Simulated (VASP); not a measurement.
Wanted: the native input for a VASP 6.6.1 run.

```
Task                   : single point
Functional             : PBEsol
Potentials or basis    : VASP PAW PBE potentials, release 64 (N, Ga_d)
Cutoff                 : 520 eV
k mesh                 : 9 × 9 × 1
Occupations            : gaussian, width 0.05 eV
Spin                   : no spin polarisation
Dipole correction      : yes
Electric field (eV/Å)  : -0.6 eV/Å
Further INCAR settings : ALGO = Normal; EDIFF = 1e-06; NBANDS = 66; EFIELD = -0.6
```

The structure of GaN lies in POSCAR:

```
GaN
1.0
    3.1825784921      0.0000000000      0.0000000000
   -1.5912892461      2.7561938237      0.0000000000
    0.0000000000      0.0000000000     28.6033856423
N Ga
6 6
Direct
    0.3333333333      0.6666666667      0.2622067224
    0.6666666667      0.3333333333      0.3528502941
    0.3333333333      0.6666666667      0.4434938658
    0.6666666667      0.3333333333      0.5341374375
    0.3333333333      0.6666666667      0.6247810091
    0.6666666667      0.3333333333      0.7154245808
    0.6666666667      0.3333333333      0.2845754192
    0.3333333333      0.6666666667      0.3752189909
    0.6666666667      0.3333333333      0.4658625625
    0.3333333333      0.6666666667      0.5565061342
    0.6666666667      0.3333333333      0.6471497059
    0.3333333333      0.6666666667      0.7377932776
```

One way to write it, as run:

INCAR

```
PREC = Accurate
ENCUT = 520
EDIFF = 1E-6
ISMEAR = 0
SIGMA = 0.05
LREAL = F
LASPH = T
NELM = 60
ALGO = Normal
ISIF = 2
LWAVE = F
LCHARG = F
LDIPOL = T
IDIPOL = 3
DIPOL = 0.5 0.5 0.500
GGA = PS
NBANDS = 66
EFIELD = -0.6
```

KPOINTS

```
regular mesh
0
Gamma
  9 9 1
```

Potentials or basis: VASP PAW PBE potentials, release 64 (N, Ga_d).

Run with:

```sh
$ cat potpaw_PBE.64/N/POTCAR potpaw_PBE.64/Ga_d/POTCAR > POTCAR
$ mpirun -np 1 vasp_std > vasp.out
```

It gave:

```json
{
 "Largest force": "1.837 eV/Å",
 "Band gap on the k mesh": "zero (bands 54 and 55 overlap by 0.51 eV)"
}
```

Caveat: the PAW data sets were made with another functional, which shifts forces and pressure a little.

Run time: 8.4 min on 1 thread of AMD EPYC 9R45 96-Core Processor (Zen 5) (shared host), peak memory 0.39 GiB.
